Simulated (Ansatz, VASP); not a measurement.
Two plane-wave programs on InSb

File INCAR:

```
PREC     = Accurate       # precision mode
ENCUT    = 600            # plane-wave cutoff, eV
EDIFF    = 1E-6           # SCF threshold, eV
ISMEAR   = -1             # smearing method
SIGMA    = 0.1            # smearing width, eV
LREAL    = False          # projectors in reciprocal space
LASPH    = True           # aspherical terms in the spheres
NELM     = 60             # most SCF steps
ALGO     = Normal         # electronic algorithm
ISIF     = 3              # what is computed and relaxed
LWAVE    = False          # write WAVECAR
LCHARG   = False          # write CHGCAR
GGA      = PS             # functional
IBRION   = 2              # ionic algorithm
NSW      = 100            # ionic steps
EDIFFG   = -0.002         # ionic threshold
```

KPOINTS

```
Automatic mesh
0
Gamma
  12 12 12
```

Contents of POSCAR:

```
InSb
1.0
    0.0000000000      3.2391000000      3.2391000000
    3.2391000000      0.0000000000      3.2391000000
    3.2391000000      3.2391000000      0.0000000000
In Sb
1 1
Direct
    0.0000000000      0.0000000000      0.0000000000
    0.7500000000      0.7500000000      0.7500000000
```

Input for Ansatz:

```yaml
crystal:
  lattice:
    - [0.0, 3.2391, 3.2391]
    - [3.2391, 0.0, 3.2391]
    - [3.2391, 3.2391, 0.0]
  atoms:
    - { symbol: In, position: [0.0, 0.0, 0.0] }
    - { symbol: Sb, position: [0.75, 0.75, 0.75] }
kpoints:
  mp_grid: { grid: [12, 12, 12] }
scf:
  occupations: { method: fermi_dirac, width: 0.1 }
hamiltonian:
  xc: pbesol
  pseudopotentials: { kind: paw }
relax:
  f_tol: 0.002
  max_steps: 80
  cell: {}
output:
  forces: true
  stress: true
  write_density: true
  write_potential: true
  elf: true
  volumetric_format: npy
```

Alike in both runs: task relaxation of cell and atoms; functional PBEsol; k mesh 12 × 12 × 12; occupations fermi-dirac, width 0.1 eV; no spin polarisation.

|  | VASP | Ansatz |
| --- | --- | --- |
| version | VASP 6.6.1 | Ansatz 0.2.0 |
| potentials or method | VASP PAW PBE potentials, release 64 (In_d, Sb) | PAW with Ansatz's default frozen-core files, scalar-relativistic |
| plane-wave cutoff (eV) | 600 | 420 |
| valence electrons in the cell | 18 | 28 |

```csv
,VASP,Ansatz,Ansatz less VASP
relaxed volume (Å³/atom),34.66,34.65,-0.010
relaxed cell length with the largest relative difference (Å),4.611,4.610,-0.0004
```

VASP's potentials were made for PBE, not for PBEsol. VASP's potentials hold 18 valence electrons a cell and Ansatz's 28, so a difference there can come from the potentials and not from the codes.

Neither program's run includes spin-orbit coupling.
